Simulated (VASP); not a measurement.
Here is a VASP 6.6.1 calculation.

INCAR

```
SYSTEM = Hf
ALGO = Normal ; DIPOL = 0.5 0.5 0.500
EDIFF = 1E-6 ; ENCUT = 400
GGA = PE ; GGA_COMPAT = .FALSE.
IDIPOL = 3 ; ISIF = 2
ISMEAR = 0 ; LASPH = .TRUE.
LCHARG = .TRUE. ; LDIPOL = .TRUE.
LELF = .TRUE. ; LREAL = .FALSE.
LVACPOTAV = .TRUE. ; LVHAR = .TRUE.
LWAVE = .FALSE. ; NBANDS = 11
NELM = 120 ; NELMDL = -8
PREC = Accurate ; SIGMA = 0.1
```

KPOINTS

```
k-points
0
G
  6 6 1
  0 0 0
```

Contents of POSCAR:

```
Hf
1.0
    2.9941430000      0.0000000000      0.0000000000
   -1.4970720000      2.5930040000      0.0000000000
    0.0000000000      0.0000000000     14.0000000000
Hf
1
Direct
    0.0000000000      0.0000000000      0.5000000000
```

Potentials or basis: VASP PAW PBE potentials, release 64 (Hf_pv).

Run with:

```sh
$ cat potpaw_PBE.64/Hf_pv/POTCAR > POTCAR
$ mpirun -np 1 vasp_std > vasp.out
```

**Question.** Estimate the band gap on the k mesh.

**Answer.** Zero (band 5 reaches -2.13 eV, above the bottom of band 6 at -2.47 eV).

Caveat: the k points lie up to 0.40 Å⁻¹ apart; spin-orbit coupling is left out, which moves the levels of the heavy elements.
